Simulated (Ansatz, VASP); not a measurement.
## Two plane-wave programs on HC6

File INCAR:

```
  PREC = Accurate
  ENCUT = 520
  EDIFF = 1E-6
  ISMEAR = 0
  SIGMA = 0.1
  LREAL = F
  LASPH = T
  NELM = 80
  ALGO = Normal
  ISIF = 2
  LWAVE = F
  LCHARG = F
  LDIPOL = T
  IDIPOL = 3
  DIPOL = 0.5 0.5 0.321
  GGA = PE
  NBANDS = 38
```

The input KPOINTS:

```
Automatic mesh
0
Gamma
  6 3 1
```

File POSCAR:

```
HC6
1.0
    4.9326910638      0.0000000000      0.0000000000
    0.0000000000      8.5222964205      0.0000000000
    0.0000000000      0.0000000000     22.9416055954
C H
12 2
Direct
    0.0000000000      0.0000000000      0.1743557130
    0.5000000000      0.0000000000      0.1743557130
    0.2500000000      0.0000000000      0.2053898368
    0.7500000000      0.0000000000      0.2053898368
    0.2500000000      0.0000000000      0.2674580844
    0.7500000000      0.0000000000      0.2674580844
    0.0000000000      0.0000000000      0.2977124344
    0.5000000000      0.0000000000      0.2977124344
    0.0000000000      0.0000000000      0.3626190265
    0.5000000000      0.0000000000      0.3626190265
    0.2500000000      0.0000000000      0.3897550046
    0.7500000000      0.0000000000      0.3897550046
    0.1302884688      0.0000000000      0.5466751463
    0.3697115312      0.0000000000      0.5466751463
```

Input for Ansatz:

```yaml
crystal:
  lattice:
    - [4.9326910638, 0.0, 0.0]
    - [0.0, 8.5222964205, 0.0]
    - [0.0, 0.0, 22.9416055954]
  atoms:
    - { symbol: C, position: [0.0, 0.0, 0.174355713] }
    - { symbol: C, position: [0.5, 0.0, 0.174355713] }
    - { symbol: C, position: [0.25, 0.0, 0.2053898368] }
    - { symbol: C, position: [0.75, 0.0, 0.2053898368] }
    - { symbol: C, position: [0.25, 0.0, 0.2674580844] }
    - { symbol: C, position: [0.75, 0.0, 0.2674580844] }
    - { symbol: C, position: [0.0, 0.0, 0.2977124344] }
    - { symbol: C, position: [0.5, 0.0, 0.2977124344] }
    - { symbol: C, position: [0.0, 0.0, 0.3626190265] }
    - { symbol: C, position: [0.5, 0.0, 0.3626190265] }
    - { symbol: C, position: [0.25, 0.0, 0.3897550046] }
    - { symbol: C, position: [0.75, 0.0, 0.3897550046] }
    - { symbol: H, position: [0.1302884688, 0.0, 0.5466751463] }
    - { symbol: H, position: [0.3697115312, 0.0, 0.5466751463] }
basis:
  ecutwfc: 420
kpoints:
  mp_grid: { grid: [6, 3, 1] }
hamiltonian:
  xc: pbe
  pseudopotentials: { kind: paw, azcp: { folder: soft_1 } }
scf:
  occupations: { method: gaussian, width: 0.1 }
output:
  forces: true
  eigenvalues: true
efield:
  axis: 3
  dipole_correction: true
  ramp_width: 0.04
```

Alike in both runs: task single point; functional PBE; k mesh 6 × 3 × 1; occupations gaussian, width 0.1 eV; no spin polarisation.

```csv
,VASP,Ansatz
version,VASP 6.6.1,Ansatz 0.2.0
potentials or method,"VASP PAW PBE potentials, release 64 (C, H), cutoff 520 eV","scalar-relativistic, plane waves, PAW"
valence electrons in the cell,50,50
```

```csv
,VASP,Ansatz,Ansatz less VASP
gap on the k mesh at the Fermi level (eV),0.09,0.09,-0.002
least direct gap on the mesh (eV),0.09,0.09,-0.002
rms of the force components (eV/Å),1.341,1.345,+0.0038
```

Atom by atom the forces differ by 0.015 eV/Å (rms over components).
